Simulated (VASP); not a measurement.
Here is a VASP 6.6.1 calculation.

INCAR

```
SYSTEM = AlN
ALGO = Normal
EDIFF = 1E-6
ENCUT = 520
ISIF = 2
ISMEAR = 0
LASPH = .TRUE.
LCHARG = .FALSE.
LREAL = .FALSE.
LWAVE = .FALSE.
NBANDS = 16
NELM = 60
PREC = Accurate
SIGMA = 0.02
```

The input KPOINTS:

```
k-points
0
G
  9 9 6
  0 0 0
```

Contents of POSCAR:

```
AlN
1.0
    3.1138126658      0.0000000000      0.0000000000
   -1.5569063329      2.6966408712      0.0000000000
    0.0000000000      0.0000000000      4.9833864552
Al N
2 2
Direct
    0.3333333333      0.6666666667     -0.0009968573
    0.6666666667      0.3333333333      0.4990031427
    0.3333333333      0.6666666667      0.3809968573
    0.6666666667      0.3333333333      0.8809968573
```

Potentials or basis: VASP PAW LDA potentials, release 64 (Al, N).

Run with:

```sh
$ cat potpaw_LDA.64/Al/POTCAR potpaw_LDA.64/N/POTCAR > POTCAR
$ mpirun -np 1 vasp_std > vasp.out
```

Problem. Predict the pressure.

Solution. -4.4 GPa.

Problem. What does it give for the largest force?

Solution. 0.010 eV/Å.

Forces in eV/Å, atoms in the order of the input:
```
Al   0.000  0.000  0.010
Al   0.000  0.000  0.010
N    0.000  0.000 -0.010
N    0.000  0.000 -0.010
```
